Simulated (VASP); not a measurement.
# CuI (Marshite) (F-43m) in VASP: single point with PBE

Aim: the single point of CuI (Marshite) with PBE.

Everything below comes from runs of VASP 6.6.1. Logs are shortened: lines on timing, memory, paths and dates and some standing lists are left out, and cuts for length are marked.

### Step 1. The cell of the first run

The structure is cubic, space group F-43m (No. 216). The conventional cell has a = 6.063 Å, b = 6.063 Å, c = 6.063 Å, α = 90.00°, β = 90.00°, γ = 90.00°. Cu (site symmetry -43m) has 4 I at 2.63 Å within 3.5 Å. I (site symmetry -43m) has 4 Cu at 2.63 Å within 3.5 Å.

### Step 2. Single point, PBE

INCAR

```
ALGO = Normal ; EDIFF = 1E-6
ENCUT = 600 ; GGA = PE
GGA_COMPAT = F ; ISIF = 2
ISMEAR = 0 ; LASPH = T
LCHARG = F ; LREAL = F
LWAVE = F ; NBANDS = 16
NELM = 120 ; PREC = Accurate
SIGMA = 0.01
```

KPOINTS

```
k-points
0
Gamma
  5 5 5
```

POSCAR

```
CuI
1.0
    0.0000000000      3.0315000000      3.0315000000
    3.0315000000      0.0000000000      3.0315000000
    3.0315000000      3.0315000000      0.0000000000
Cu I
1 1
Direct
    0.2500000000      0.2500000000      0.2500000000
    0.0000000000      0.0000000000      0.0000000000
```

Potentials or basis: VASP PAW PBE potentials, release 64 (Cu, I).

Command:

```console
cat potpaw_PBE.64/Cu/POTCAR potpaw_PBE.64/I/POTCAR > POTCAR
mpirun -np 1 vasp_std > vasp.out
```

OUTCAR:

```text
EDIFF = 1E-6
   ENCUT = 600
   GGA = PE
   ISIF = 2
   ISMEAR = 0
   LASPH = T
   LREAL = F
   NELM = 120
   PREC = Accurate

 ion  position               nearest neighbor table
   1  0.250  0.250  0.250-   2 2.63   2 2.63   2 2.63   2 2.63
   2  0.000  0.000  0.000-   1 2.63   1 2.63   1 2.63   1 2.63

  LATTYP: Found a face centered cubic cell.
 ALAT       =     6.0630000000

  Lattice vectors:

 A1 = (   0.0000000000,   3.0315000000,   3.0315000000)
 A2 = (   3.0315000000,   0.0000000000,   3.0315000000)
 A3 = (   3.0315000000,   3.0315000000,   0.0000000000)

Analysis of symmetry for initial positions (statically):
=====================================================================
 Subroutine PRICEL returns:
 Original cell was already a primitive cell.

 Routine SETGRP: Setting up the symmetry group for a
 face centered cubic supercell.

 Subroutine GETGRP returns: Found 24 space group operations
 (whereof 24 operations were pure point group operations)
 out of a pool of 48 trial point group operations.

The static configuration has the point symmetry T_d .

Analysis of symmetry for dynamics (positions and initial velocities):
=====================================================================
 Subroutine PRICEL returns:
 Original cell was already a primitive cell.

 Routine SETGRP: Setting up the symmetry group for a
 face centered cubic supercell.

 Subroutine GETGRP returns: Found 24 space group operations
 (whereof 24 operations were pure point group operations)
 out of a pool of 48 trial point group operations.

The dynamic configuration has the point symmetry T_d .

 Subroutine INISYM returns: Found 24 space group operations
 (whereof 24 operations are pure point group operations),
 and found     1 'primitive' translations

----------------------------------------------------------------------------------------

                                     Primitive cell

  volume of cell :      55.7189

  direct lattice vectors                    reciprocal lattice vectors
     0.000000000  3.031500000  3.031500000    -0.164934851  0.164934851  0.164934851
     3.031500000  0.000000000  3.031500000     0.164934851 -0.164934851  0.164934851
     3.031500000  3.031500000  0.000000000     0.164934851  0.164934851 -0.164934851

  length of vectors
     4.287188414  4.287188414  4.287188414     0.285675541  0.285675541  0.285675541

  position of ions in fractional coordinates (direct lattice)
     0.250000000  0.250000000  0.250000000
     0.000000000  0.000000000  0.000000000

  ion indices of the primitive-cell ions
   primitive index   ion index
                 1           1
                 2           2

----------------------------------------------------------------------------------------

 KPOINTS: k-points

Automatic generation of k-mesh.
 Grid dimensions read from file:
 generate k-points for:    5    5    5

 Generating k-lattice:

  Cartesian coordinates                     Fractional coordinates (reciprocal lattice)
    -0.032986970  0.032986970  0.032986970     0.200000000  0.000000000  0.000000000
     0.032986970 -0.032986970  0.032986970     0.000000000  0.200000000  0.000000000
     0.032986970  0.032986970 -0.032986970     0.000000000  0.000000000  0.200000000

  Length of vectors
     0.057135108  0.057135108  0.057135108

  Shift w.r.t. Gamma in fractional coordinates (k-lattice)
     0.000000000  0.000000000  0.000000000

 Subroutine IBZKPT returns following result:
 ===========================================

 Found     10 irreducible k-points:

 Following reciprocal coordinates:
            Coordinates               Weight
  0.000000  0.000000  0.000000      1.000000
  0.200000  0.000000  0.000000      8.000000
  0.400000  0.000000  0.000000      8.000000
  0.200000  0.200000  0.000000      6.000000
  0.400000  0.200000  0.000000     24.000000
 -0.400000  0.200000  0.000000     24.000000
 -0.200000  0.200000  0.000000     12.000000
  0.400000  0.400000  0.000000      6.000000
 -0.400000  0.400000  0.000000     12.000000
 -0.400000  0.400000  0.200000     24.000000
   k-points           NKPTS =     10   k-points in BZ     NKDIM =     10   number of bands    NBANDS=     16
   number of dos      NEDOS =    301   number of ions     NIONS =      2
   total plane-waves  NPLWV =  46656
   dimension x,y,z NGX =    36 NGY =   36 NGZ =   36
   dimension x,y,z NGXF=    72 NGYF=   72 NGZF=   72
   ions per type =               1   1
   NGX,Y,Z   is equivalent  to a cutoff of  13.96, 13.96, 13.96 a.u.
   NGXF,Y,Z  is equivalent  to a cutoff of  27.92, 27.92, 27.92 a.u.
 SYSTEM =  unknown system
   PREC   = accura    normal or accurate (medium, high low for compatibility)
   ISTART =      0    job   : 0-new  1-cont  2-samecut
   ICHARG =      2    charge: 1-file 2-atom 10-const
   ISPIN  =      1    spin polarized calculation?
   LNONCOLLINEAR =      F non collinear calculations
   LSORBIT =      F    spin-orbit coupling
   LASPH  =      T    aspherical Exc in radial PAW
   ENCUT  =  600.0 eV  44.10 Ry    6.64 a.u.   8.56  8.56  8.56*2*pi/ulx,y,z
   NELM   =    120;   NELMIN=  2; NELMDL= -5     # of ELM steps
   EDIFF  = 0.1E-05   stopping-criterion for ELM
   LREAL  =      F    real-space projection
   EDIFFG = 0.1E-04   stopping-criterion for IOM
   NSW    =      0    number of steps for IOM
   IBRION =     -1    ionic relax: 0-MD 1-quasi-New 2-CG
   NFREE  =      0    steps in history (QN), initial steepest desc. (CG)
   ISIF   =      2    stress and relaxation
   ISYM   =      2    0-nonsym 1-usesym 2-fastsym
   POTIM  = 0.5000    time-step for ionic-motion
   TEBEG  =    0.0;   TEEND  =   0.0 temperature during run
   PSTRESS=    0.0 pullay stress
   NELECT =      18.0000    total number of electrons
   NUPDOWN=      -1.0000    fix difference up-down
   EMIN   =  10.00;   EMAX   =-10.00  energy-range for DOS
   EFERMI =   0.00;   METHOD = LEGACY
   ISMEAR =     0;   SIGMA  =   0.01  broadening in eV -4-tet -1-fermi 0-gaus
   EFERMI_NEDOS =   21; number of points for ismear=-14 and -15
   IALGO  =     38    algorithm
   IMIX   =      4    mixing-type and parameters
     AMIX     =   0.40;   BMIX     =  1.00
     AMIX_MAG =   1.60;   BMIX_MAG =  1.00
  volume/ion in A,a.u.               =      27.86       188.00
  Fermi-wavevector in a.u.,A,eV,Ry     =   1.123306  2.122741 17.168055  1.261816
  Thomas-Fermi vector in A             =   2.259971
   LORBIT       =      0    0 simple, 1 ext, 2 COOP (PROOUT), +10 PAW based schemes
   GGA     = PE    functional components
   LHFCALC =     F    Hartree Fock is set to
   AEXX    =    0.0000 exact exchange contribution
   IVDW    =     0    specifies the selected vdW correction
   LEPSILON=     F    determine dielectric tensor
   LRPA    =     F    only Hartree local field effects (RPA)
 non-spin polarized calculation
 Gauss-broadening in eV      SIGMA  =   0.01
  energy-cutoff  :      600.00
  volume of cell :       55.72
 maximum number of plane-waves:      1875
 NGX is ok and might be reduce to    36
   NGX = 17   NGY = 17   NGZ = 17

 number of electron      18.0000006 magnetization

 Free energy of the ion-electron system (eV)
  ---------------------------------------------------
  ext. energy  EPLUGINS =         0.00000000
  ---------------------------------------------------
  free energy    TOTEN  =        -5.55356029 eV

  energy without entropy =       -5.55356029  energy(sigma->0) =       -5.55356029

 E-fermi :   4.5289     XC(G=0):  -8.9345

 val. band max:        4.4345070307   @ k =   0.0000   0.0000   0.0000
 cond. band min:       5.5764997987   @ k =   0.0000   0.0000   0.0000
 fundamental gap:      1.1419927680
 Fermi energy:         4.5288895447

 k-point     1 :       0.0000    0.0000    0.0000
  band No.  band energies     occupation
      1      -9.5743      2.00000
      2       0.7957      2.00000
      3       0.7957      2.00000
      4       0.7957      2.00000
      5       2.5826      2.00000
      6       2.5826      2.00000
[... 8 lines left out ...]
     15      14.0100      0.00000
     16      14.0100      0.00000

 k-point     2 :       0.2000    0.0000    0.0000
  band No.  band energies     occupation
      1      -9.3995      2.00000
      2       0.1025      2.00000
      3       0.8079      2.00000
      4       0.8079      2.00000
      5       2.5726      2.00000
      6       2.5726      2.00000
[... 8 lines left out ...]
     15      13.1047      0.00000
     16      13.5459      0.00000

 k-point     3 :       0.4000    0.0000    0.0000
  band No.  band energies     occupation
      1      -9.0820      2.00000
      2      -0.9701      2.00000
      3       0.8181      2.00000
      4       0.8181      2.00000
      5       2.5985      2.00000
      6       2.5985      2.00000
[... 8 lines left out ...]
     15      14.3511      0.00000
     16      14.3511      0.00000

 k-point     4 :       0.2000    0.2000    0.0000
  band No.  band energies     occupation
      1      -9.3409      2.00000
      2       0.0469      2.00000
      3       0.7568      2.00000
      4       0.7568      2.00000
      5       2.5118      2.00000
      6       2.6126      2.00000
[... 8 lines left out ...]
     15      14.4016      0.00000
     16      15.0878      0.00000

 k-point     5 :       0.4000    0.2000    0.0000
  band No.  band energies     occupation
      1      -9.0653      2.00000
      2      -0.6773      2.00000
      3       0.5746      2.00000
      4       0.7537      2.00000
      5       2.5147      2.00000
      6       2.6304      2.00000
[... 8 lines left out ...]
     15      15.1840      0.00000
     16      15.3562      0.00000

 k-point     6 :      -0.4000    0.2000    0.0000
  band No.  band energies     occupation
      1      -8.9483      2.00000
      2      -0.8971      2.00000
      3       0.2832      2.00000
      4       0.8053      2.00000
      5       2.5281      2.00000
      6       2.5845      2.00000
[... 8 lines left out ...]
     15      14.0242      0.00000
     16      15.4048      0.00000

 k-point     7 :      -0.2000    0.2000    0.0000
  band No.  band energies     occupation
      1      -9.1718      2.00000
      2      -0.4120      2.00000
      3       0.4900      2.00000
      4       0.8434      2.00000
      5       2.5358      2.00000
      6       2.6086      2.00000
[... 8 lines left out ...]
     15      14.6245      0.00000
     16      15.5040      0.00000

 k-point     8 :       0.4000    0.4000    0.0000
  band No.  band energies     occupation
      1      -8.9154      2.00000
      2      -0.9718      2.00000
      3       0.6967      2.00000
      4       0.6967      2.00000
      5       2.4775      2.00000
      6       2.6612      2.00000
[... 8 lines left out ...]
     15      15.4076      0.00000
     16      17.5864      0.00000

 k-point     9 :      -0.4000    0.4000    0.0000
  band No.  band energies     occupation
      1      -8.8401      2.00000
      2      -0.9237      2.00000
      3       0.2061      2.00000
      4       0.7278      2.00000
      5       2.4745      2.00000
      6       2.6245      2.00000
[... 8 lines left out ...]
     15      14.8538      0.00000
     16      17.3263      0.00000

 k-point    10 :      -0.4000    0.4000    0.2000
  band No.  band energies     occupation
      1      -8.8832      2.00000
      2      -0.7389      2.00000
      3       0.0794      2.00000
      4       0.6812      2.00000
      5       2.5303      2.00000
      6       2.5453      2.00000
[... 8 lines left out ...]
     15      15.0576      0.00000
     16      17.2627      0.00000

------------------------ aborting loop because EDIFF is reached ----------------------------------------

  FORCE on cell =-STRESS in cart. coord.  units (eV):
  Direction    XX          YY          ZZ          XY          YZ          ZX
  --------------------------------------------------------------------------------------
  -------------------------------------------------------------------------------------
  Total        0.1684901      0.1684901      0.1684901     -0.0000000      0.0000000     -0.0000000
  in kB        4.8448720      4.8448720      4.8448720     -0.0000000      0.0000000     -0.0000000
  external PRESSURE =       4.8448720 kB  Pullay stress =       0.0000000 kB

 VOLUME and BASIS-vectors are now :
 -----------------------------------------------------------------------------
  energy-cutoff  :      600.00
  volume of cell :       55.72
      direct lattice vectors                 reciprocal lattice vectors
     0.000000000  3.031500000  3.031500000    -0.164934851  0.164934851  0.164934851
     3.031500000  0.000000000  3.031500000     0.164934851 -0.164934851  0.164934851
     3.031500000  3.031500000  0.000000000     0.164934851  0.164934851 -0.164934851

 POSITION                                       TOTAL-FORCE (eV/Angst)
 -----------------------------------------------------------------------------------
      1.51575      1.51575      1.51575         0.000000      0.000000      0.000000
      0.00000      0.00000      0.00000        -0.000000     -0.000000     -0.000000
 -----------------------------------------------------------------------------------
    total drift:                                0.000000      0.000000      0.000000

  FREE ENERGIE OF THE ION-ELECTRON SYSTEM (eV)
  ---------------------------------------------------
  free  energy   TOTEN  =        -5.5535602864 eV

  energy  without entropy=       -5.5535602864  energy(sigma->0) =       -5.55356029
```

It took 23 s on 1 thread of Intel Xeon 8259CL, shared host; peak memory 0.2 GiB.

Results:

```
Free energy            : -5.5536 eV
Pressure               : 0.5 GPa
Band gap on the k mesh : 1.14 eV, direct
```

Levels at points of the mesh, in eV from the valence-band top:
```
           k point  band 6  band 7  band 8  band 9  band 10  band 11  band 12  band 13
(0.00, 0.00, 0.00)   -1.85    0.00    0.00    0.00     1.14     4.87     4.87     4.87
```

Caveat: spin-orbit coupling is left out, which moves the levels of the heavy elements.
